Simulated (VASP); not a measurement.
Here is a VASP 6.6.1 calculation.

Contents of INCAR:

```
SYSTEM = MgCd3Se2
  PREC = Accurate
  ENCUT = 520
  EDIFF = 1E-6
  ISMEAR = 0
  SIGMA = 0.1
  LREAL = .FALSE.
  LASPH = .TRUE.
  NELM = 60
  ALGO = Normal
  ISIF = 2
  LWAVE = .FALSE.
  LCHARG = .FALSE.
  GGA = PE
  NBANDS = 34
```

File KPOINTS:

```
Automatic mesh
0
G
  12 12 4
  0 0 0
```

Contents of POSCAR:

```
MgCd3Se2
1.0
    3.9076959884      0.0000000000      0.0000000000
   -1.9538479942      3.3841639962      0.0000000000
    0.0000000000      0.0000000000     10.8474840377
Mg Cd Se
1 3 2
Direct
    0.0000000000      0.0000000000      0.0000000000
    0.3333333333      0.6666666667      0.6952050125
    0.6666666667      0.3333333333      0.3047949875
    0.0000000000      0.0000000000      0.5000000000
    0.3333333333      0.6666666667      0.1445111362
    0.6666666667      0.3333333333      0.8554888638
```

Potentials or basis: VASP PAW PBE potentials, release 64 (Mg, Cd, Se).

The run is started by

```bash
$ cat potpaw_PBE.64/Mg/POTCAR potpaw_PBE.64/Cd/POTCAR potpaw_PBE.64/Se/POTCAR > POTCAR
$ mpirun -np 1 vasp_std > vasp.out
```

What does it give for the largest force?

0.036 eV/Å.

What does it give for the pressure?

0.1 GPa.

Forces on the atoms (eV/Å):
```
Mg   0.000  0.000  0.000
Cd   0.000  0.000 -0.021
Cd   0.000  0.000  0.021
Cd   0.000  0.000  0.000
Se   0.000  0.000 -0.036
Se   0.000  0.000  0.036
```
